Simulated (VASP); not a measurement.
A run of VASP 6.6.1:

Contents of INCAR:

```
  PREC = Accurate
  ENCUT = 600
  EDIFF = 1E-6
  ISMEAR = -1
  SIGMA = 0.1
  LREAL = F
  LASPH = T
  NELM = 150
  ALGO = Normal
  ISIF = 3
  LWAVE = F
  LCHARG = F
  LNONCOLLINEAR = T
  MAGMOM = 0 0 0 0 0 0
  LORBIT = 11
  LSORBIT = T
  GGA_COMPAT = F
  LORBMOM = T
  GGA = PS
  IBRION = 2
  NSW = 60
  EDIFFG = -0.01
  LUSENCCL = F
```

Contents of KPOINTS:

```
regular mesh
0
Gamma
  7 7 7
```

Contents of POSCAR:

```
Sn
1.0
   -2.9401404553      2.9401404553      1.5993019889
    2.9401404553     -2.9401404553      1.5993019889
    2.9401404553      2.9401404553     -1.5993019889
Sn
2
Direct
    0.0000000000      0.0000000000      0.0000000000
    0.7500000000      0.2500000000      0.5000000000
```

Potentials or basis: VASP PAW PBE potentials, release 64 (Sn_d).

The run is started by

```sh
$ cat potpaw_PBE.64/Sn_d/POTCAR > POTCAR
$ mpirun -np 1 vasp_ncl > vasp.out
```

Hardware: 1 × NVIDIA H100 80GB with 1 thread of AMD EPYC 7R13 Processor (Zen 3), on a shared host.

Problem. How long does it take, and how much memory?

Solution. Run time: 9.1 min on 1 × NVIDIA H100 80GB with 1 thread of AMD EPYC 7R13 Processor (Zen 3), with other jobs on the host, peak memory 1.4 GiB. Counts: scf iterations 39, k points 40, ion steps 5.
